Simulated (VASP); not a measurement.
The system is InP3.

```
In P
1.0
    -2.07143    2.07143    4.62709
     2.07143   -2.07143    4.62709
     2.07143    2.07143   -4.62709
In P
1 3
Direct
  0.00000 0.00000 0.00000
  0.50000 0.50000 0.00000
  0.25000 0.75000 0.50000
  0.75000 0.25000 0.50000
```

- Program: VASP 6.6.1
- Task: relaxation of cell and atoms
- Functional: PBE
- Potentials or basis: VASP PAW PBE potentials, release 64 (In_d, P)
- Cutoff: 600 eV
- k mesh: 6 × 6 × 6
- Occupations: gaussian, width 0.1 eV
- Spin: no spin polarisation

At the start: pressure -6.3 GPa; volume 19.85 Å³/atom.

Question: How do energy, volume and symmetry change on relaxing?

Answer: Over 15 steps the energy falls by 182.5 meV/atom and the volume is 18.85 Å³/atom (-5.1 %); space group I4/mmm (No. 139, to 0.05 Å).

The path:
| step | energy change (eV) | largest force (eV/Å) | pressure (GPa) | volume (Å³) |
| --- | --- | --- | --- | --- |
| 1 | 0.0000 | 0.0000 | -6.25 | 79.42 |
| 2 | -0.2012 | 0.0000 | 0.61 | 70.83 |
| 3 | -0.2012 | 0.0000 | 0.64 | 70.79 |
| 4 | -0.2433 | 0.0000 | 1.15 | 70.65 |
| 5 | -0.4409 | 0.0000 | 2.41 | 70.03 |
| 6 | -0.5482 | 0.0000 | 8.98 | 67.87 |
| 7 | -0.5735 | 0.0000 | 7.18 | 68.40 |
| 8 | -0.5877 | 0.0000 | 7.00 | 68.66 |
| 9 | -0.6232 | 0.0000 | 6.52 | 69.44 |
| 10 | -0.6231 | 0.0000 | 6.21 | 70.92 |
| 11 | -0.6323 | 0.0000 | 6.32 | 70.42 |
| 12 | -0.6597 | 0.0000 | 5.26 | 71.12 |
| 13 | -0.7143 | 0.0000 | 2.38 | 73.27 |
| 14 | -0.7099 | 0.0000 | -2.41 | 77.70 |
| 15 | -0.7298 | 0.0000 | -0.12 | 75.39 |

Final structure:
```
In P
1.0
    -1.82766    1.82766    5.64277
     1.82766   -1.82766    5.64277
     1.82766    1.82766   -5.64277
In P
1 3
Direct
  0.00000 0.00000 0.00000
  0.50000 0.50000 0.00000
  0.25000 0.75000 0.50000
  0.75000 0.25000 0.50000
```
